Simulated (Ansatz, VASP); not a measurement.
CdTe in VASP and in Ansatz

Contents of INCAR:

```
SYSTEM = CdTe
  PREC = Accurate
  ENCUT = 520
  EDIFF = 1E-7
  ISMEAR = 0
  SIGMA = 0.05
  LREAL = .False.
  LASPH = .True.
  NELM = 60
  ALGO = Normal
  ISIF = 2
  LWAVE = .False.
  LCHARG = .False.
  GGA = CA
  NBANDS = 16
```

The input KPOINTS:

```
Automatic mesh
0
Gamma
  8 8 8
  0 0 0
```

Contents of POSCAR:

```
CdTe
1.0
    0.0000000000      3.2610041194      3.2610041194
    3.2610041194      0.0000000000      3.2610041194
    3.2610041194      3.2610041194      0.0000000000
Cd Te
1 1
Direct
    0.0000000000      0.0000000000      0.0000000000
    0.7500000000      0.7500000000      0.7500000000
```

Input for Ansatz:

```yaml
crystal:
  lattice:
    - [0.0, 3.2610041194, 3.2610041194]
    - [3.2610041194, 0.0, 3.2610041194]
    - [3.2610041194, 3.2610041194, 0.0]
  atoms:
    - { symbol: Cd, position: [0.0, 0.0, 0.0] }
    - { symbol: Te, position: [0.75, 0.75, 0.75] }
basis:
  ecutwfc: 420
kpoints:
  mp_grid: { grid: [8, 8, 8] }
hamiltonian:
  xc: lda
  pseudopotentials: { kind: paw }
scf:
  occupations: { method: gaussian, width: 0.05 }
output:
  forces: true
  stress: true
  eigenvalues: true
  write_density: true
  write_potential: true
  elf: true
  volumetric_format: npy
```

Alike in both runs: task single point; functional LDA; k mesh 8 × 8 × 8; occupations gaussian, width 0.05 eV; no spin polarisation.

|  | VASP | Ansatz |
| --- | --- | --- |
| version | VASP 6.6.1 | Ansatz 0.2.0 |
| potentials or method | VASP PAW LDA potentials, release 64 (Cd, Te), cutoff 520 eV | scalar-relativistic, plane waves, PAW |
| valence electrons in the cell | 18 | 36 |

```tsv
	VASP	Ansatz	Ansatz less VASP
gap on the k mesh at the Fermi level (eV)	0.49	0.46	-0.039
least direct gap on the mesh (eV)	0.49	0.46	-0.039
pressure (GPa)	-1.9	-2.1	-0.21
```

LDA's correlation is that of Perdew and Zunger in VASP and of Perdew and Wang (1992) in Ansatz. VASP's potentials hold 18 valence electrons a cell and Ansatz's 36, so a difference there can come from the potentials and not from the codes.

Neither program's run includes spin-orbit coupling.
